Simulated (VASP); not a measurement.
# Ir (I4/mmm) in VASP: single point with PBEsol

Aim: the single point of Ir with PBEsol.

Everything below comes from runs of VASP 6.6.1. Logs are shortened: lines on timing, memory, paths and dates and some standing lists are left out, and cuts for length are marked.

**1. The cell of the first run**

It takes space group I4/mmm (No. 139, tetragonal). The conventional cell has a = 2.765 Å, b = 2.765 Å, c = 3.678 Å, α = 90.00°, β = 90.00°, γ = 90.00°. Ir (site symmetry 4/mmm) has 12 Ir at 2.68 to 2.76 Å within 3.5 Å.

**2. Single point, PBEsol**

INCAR reads:

```
PREC     = Accurate       # precision mode
ENCUT    = 500            # plane-wave cutoff, eV
EDIFF    = 1E-6           # SCF threshold, eV
ISMEAR   = -1             # smearing method
SIGMA    = 0.05           # smearing width, eV
LREAL    = F              # projectors in reciprocal space
LASPH    = T              # aspherical terms in the spheres
NELM     = 120            # most SCF steps
ALGO     = Normal         # electronic algorithm
ISIF     = 2              # what is computed and relaxed
LWAVE    = F              # write WAVECAR
LCHARG   = F              # write CHGCAR
GGA      = PS             # functional
NBANDS   = 10             # bands
GGA_COMPAT= F
```

KPOINTS reads:

```
Automatic mesh
0
Gamma
  12 12 12
```

POSCAR reads:

```
Ir
1.0
    0.0000000000      1.9551010630      1.8389760000
    1.9551010630      0.0000000000      1.8389760000
    1.9551010630      1.9551010630      0.0000000000
Ir
1
Direct
    0.0000000000      0.0000000000      0.0000000000
```

Potentials or basis: VASP PAW PBE potentials, release 64 (Ir).

Launch:

```console
$ cat potpaw_PBE.64/Ir/POTCAR > POTCAR
$ mpirun -np 1 vasp_std > vasp.out
```

OUTCAR:

```text
PREC = Accurate
   ENCUT = 500
   EDIFF = 1E-6
   ISMEAR = -1
   LREAL = F
   LASPH = T
   NELM = 120
   ISIF = 2
   GGA = PS

 ion  position               nearest neighbor table
   1  0.000  0.000  0.000-

  LATTYP: Found a body centered tetragonal cell.
 ALAT       =     2.7649304391
 C/A-ratio  =     1.3302150202

  Lattice vectors:

 A1 = (   0.0000000000,  -1.9551010630,  -1.8389760000)
 A2 = (   0.0000000000,   1.9551010630,  -1.8389760000)
 A3 = (   1.9551010630,   0.0000000000,   1.8389760000)

Analysis of symmetry for initial positions (statically):
=====================================================================
 Subroutine PRICEL returns:
 Original cell was already a primitive cell.

 Routine SETGRP: Setting up the symmetry group for a
 body centered tetragonal supercell.

 Subroutine GETGRP returns: Found 16 space group operations
 (whereof 16 operations were pure point group operations)
 out of a pool of 16 trial point group operations.

The static configuration has the point symmetry D_4h.

Analysis of symmetry for dynamics (positions and initial velocities):
=====================================================================
 Subroutine PRICEL returns:
 Original cell was already a primitive cell.

 Routine SETGRP: Setting up the symmetry group for a
 body centered tetragonal supercell.

 Subroutine GETGRP returns: Found 16 space group operations
 (whereof 16 operations were pure point group operations)
 out of a pool of 16 trial point group operations.

The dynamic configuration has the point symmetry D_4h.

 Subroutine INISYM returns: Found 16 space group operations
 (whereof 16 operations are pure point group operations),
 and found     1 'primitive' translations

----------------------------------------------------------------------------------------

                                     Primitive cell

  volume of cell :      14.0587

  direct lattice vectors                    reciprocal lattice vectors
     0.000000000  1.955101063  1.838976000    -0.255741255  0.255741255  0.271890443
     1.955101063  0.000000000  1.838976000     0.255741255 -0.255741255  0.271890443
     1.955101063  1.955101063  0.000000000     0.255741255  0.255741255 -0.271890443

  length of vectors
     2.684073936  2.684073936  2.764930439     0.452472753  0.452472753  0.452472753

  position of ions in fractional coordinates (direct lattice)
     0.000000000  0.000000000  0.000000000
[... 68 lines left out ...]
   ISTART =      0    job   : 0-new  1-cont  2-samecut
   ICHARG =      2    charge: 1-file 2-atom 10-const
   ISPIN  =      1    spin polarized calculation?
   LNONCOLLINEAR =      F non collinear calculations
   LSORBIT =      F    spin-orbit coupling
   LASPH  =      T    aspherical Exc in radial PAW
   ENCUT  =  500.0 eV  36.75 Ry    6.06 a.u.   4.89  4.89  5.04*2*pi/ulx,y,z
   NELM   =    120;   NELMIN=  2; NELMDL= -5     # of ELM steps
   EDIFF  = 0.1E-05   stopping-criterion for ELM
   LREAL  =      F    real-space projection
   EDIFFG = 0.1E-04   stopping-criterion for IOM
   NSW    =      0    number of steps for IOM
   IBRION =     -1    ionic relax: 0-MD 1-quasi-New 2-CG
   NFREE  =      0    steps in history (QN), initial steepest desc. (CG)
   ISIF   =      2    stress and relaxation
   ISYM   =      2    0-nonsym 1-usesym 2-fastsym
   POTIM  = 0.5000    time-step for ionic-motion
   TEBEG  =    0.0;   TEEND  =   0.0 temperature during run
   PSTRESS=    0.0 pullay stress
   NELECT =       9.0000    total number of electrons
   NUPDOWN=      -1.0000    fix difference up-down
   EMIN   =  10.00;   EMAX   =-10.00  energy-range for DOS
[... 5 lines left out ...]
     AMIX     =   0.40;   BMIX     =  1.00
     AMIX_MAG =   1.60;   BMIX_MAG =  1.00
  volume/ion in A,a.u.               =      14.06        94.87
  Fermi-wavevector in a.u.,A,eV,Ry     =   1.410937  2.666284 27.085691  1.990742
  Thomas-Fermi vector in A             =   2.532839
   LORBIT       =      0    0 simple, 1 ext, 2 COOP (PROOUT), +10 PAW based schemes
   GGA     = PS    functional components
   LHFCALC =     F    Hartree Fock is set to
   AEXX    =    0.0000 exact exchange contribution
   IVDW    =     0    specifies the selected vdW correction
   LEPSILON=     F    determine dielectric tensor
   LRPA    =     F    only Hartree local field effects (RPA)
 non-spin polarized calculation
  energy-cutoff  :      500.00
  volume of cell :       14.06
 maximum number of plane-waves:       370
   NGX =  9   NGY =  9   NGZ =  9

 number of electron       9.0000001 magnetization

 Free energy of the ion-electron system (eV)
  ---------------------------------------------------
  ext. energy  EPLUGINS =         0.00000000
  ---------------------------------------------------
  free energy    TOTEN  =        -9.79776432 eV

  energy without entropy =       -9.79235480  energy(sigma->0) =       -9.79505956

 E-fermi :  10.3638     XC(G=0): -14.1385

 val. band max:       10.3456373373   @ k =   0.3333  -0.0000   0.0833
 cond. band min:      10.3643469321   @ k =   0.3333   0.0833   0.0000
 fundamental gap:      0.0187095947
 Fermi energy:        10.3637894085

 k-point     1 :       0.0000    0.0000    0.0000
  band No.  band energies     occupation
      1      -0.9018      2.00000
      2       6.1873      2.00000
      3       6.1873      2.00000
      4       6.9468      2.00000
      5       8.6071      2.00000
      6       9.6337      2.00000
      7      24.7338      0.00000
      8      29.6189      0.00000
      9      29.6189      0.00000
     10      31.6887      0.00000
[... 287 lines left out ...]
 k-point    24 :      -0.4167    0.1667    0.0000
  band No.  band energies     occupation
      1       3.1142      2.00000
      2       5.7182      2.00000
      3       6.8213      2.00000
      4       7.3634      2.00000
      5      10.9298      0.00002
      6      13.7792      0.00000
      7      17.9773      0.00000
      8      26.3098      0.00000
      9      28.0870      0.00000
     10      29.3083      0.00000

 [... further k-points ...]
[... 5 lines left out ...]
  --------------------------------------------------------------------------------------
  -------------------------------------------------------------------------------------
  Total       -0.5842981     -0.5842981      1.4670652      0.0000000      0.0000000      0.0000000
  in kB      -66.5887033    -66.5887033    167.1920118      0.0000000      0.0000000      0.0000000
  external PRESSURE =      11.3382018 kB  Pullay stress =       0.0000000 kB

 VOLUME and BASIS-vectors are now :
 -----------------------------------------------------------------------------
  energy-cutoff  :      500.00
  volume of cell :       14.06
      direct lattice vectors                 reciprocal lattice vectors
     0.000000000  1.955101063  1.838976000    -0.255741255  0.255741255  0.271890443
     1.955101063  0.000000000  1.838976000     0.255741255 -0.255741255  0.271890443
     1.955101063  1.955101063  0.000000000     0.255741255  0.255741255 -0.271890443

 POSITION                                       TOTAL-FORCE (eV/Angst)
 -----------------------------------------------------------------------------------
      0.00000      0.00000      0.00000        -0.000000      0.000000      0.000000
 -----------------------------------------------------------------------------------
    total drift:                                0.000000      0.000000     -0.000000

  FREE ENERGIE OF THE ION-ELECTRON SYSTEM (eV)
  ---------------------------------------------------
  free  energy   TOTEN  =        -9.7977643160 eV

  energy  without entropy=       -9.7923547953  energy(sigma->0) =       -9.79505956
```

OSZICAR:

```text
N       E                     dE             d eps       ncg     rms          rms(c)
DAV:   1     0.467835748247E+02    0.46784E+02   -0.42629E+03  3276   0.793E+02
DAV:   2    -0.958135799487E+01   -0.56365E+02   -0.53552E+02  3308   0.196E+02
DAV:   3    -0.104190923944E+02   -0.83773E+00   -0.83608E+00  3854   0.291E+01
DAV:   4    -0.104262878217E+02   -0.71954E-02   -0.71943E-02  3706   0.250E+00
DAV:   5    -0.104264241425E+02   -0.13632E-03   -0.13632E-03  3764   0.329E-01    0.161E+01
DAV:   6    -0.990174401766E+01    0.52468E+00   -0.91747E-01  3662   0.116E+01    0.636E+00
DAV:   7    -0.980493532108E+01    0.96809E-01   -0.28533E-01  3926   0.591E+00    0.145E+00
DAV:   8    -0.980254857020E+01    0.23868E-02   -0.19965E-03  3530   0.450E-01    0.116E+00
DAV:   9    -0.979777058598E+01    0.47780E-02   -0.24469E-03  3588   0.714E-01    0.279E-02
DAV:  10    -0.979776257717E+01    0.80088E-05   -0.14058E-05  4734   0.388E-02    0.170E-02
DAV:  11    -0.979776428457E+01   -0.17074E-05   -0.12413E-06  3136   0.717E-03    0.153E-03
DAV:  12    -0.979776431604E+01   -0.31470E-07   -0.32375E-08  1752   0.206E-03
   1 F= -.97977643E+01 E0= -.97950596E+01  d E =-.540952E-02
```

stdout:

```text
POSCAR found type information on POSCAR Ir
 POSCAR found :  1 types and       1 ions
 scaLAPACK will be used
 -----------------------------------------------------------------------------
|                                                                             |
|                                                                             |
|     You enforced a specific xc type in the INCAR file but a different       |
|     I HOPE YOU KNOW WHAT YOU ARE DOING!                                     |
|                                                                             |
 -----------------------------------------------------------------------------

 LDA part: xc-table for (Slater+PW92), standard interpolation
 POSCAR, INCAR and KPOINTS ok, starting setup
 FFT: planning ... GRIDC
 FFT: planning ... GRID_SOFT
 FFT: planning ... GRID
 WAVECAR not read
 entering main loop
```

Run time: 30 s. Hardware: 1 thread of Intel Xeon 8259CL, shared host; peak memory 0.14 GiB.

What came out:

```
Free energy : -9.7978 eV
Pressure    : 1.1 GPa
```

Stress tensor (GPa, compression positive):
```
-6.66  0.00  0.00
 0.00 -6.66  0.00
 0.00  0.00 16.72
```

Levels at points of the mesh, in eV from the Fermi level:
| k point | band 1 | band 2 | band 3 | band 4 | band 5 | band 6 | band 7 | band 8 | band 9 |
| --- | --- | --- | --- | --- | --- | --- | --- | --- | --- |
| (0.00, 0.00, 0.00) | -11.27 | -4.18 | -4.18 | -3.42 | -1.76 | -0.73 | 14.37 | 19.26 | 19.26 |
| (0.50, 0.00, 0.00) | -8.21 | -4.48 | -3.59 | -0.83 | 0.65 | 1.14 | 7.32 | 13.76 | 19.30 |
| (0.50, 0.50, 0.00) | -7.97 | -7.51 | 0.84 | 1.52 | 1.52 | 2.55 | 10.94 | 10.94 | 11.67 |
| (0.50, 0.00, 0.50) | -8.05 | -7.38 | 0.84 | 1.07 | 1.21 | 1.82 | 10.01 | 11.73 | 12.47 |

Caveat: the PAW data sets were made with another functional, which shifts forces and pressure a little; spin-orbit coupling is left out, which moves the levels of the heavy elements.
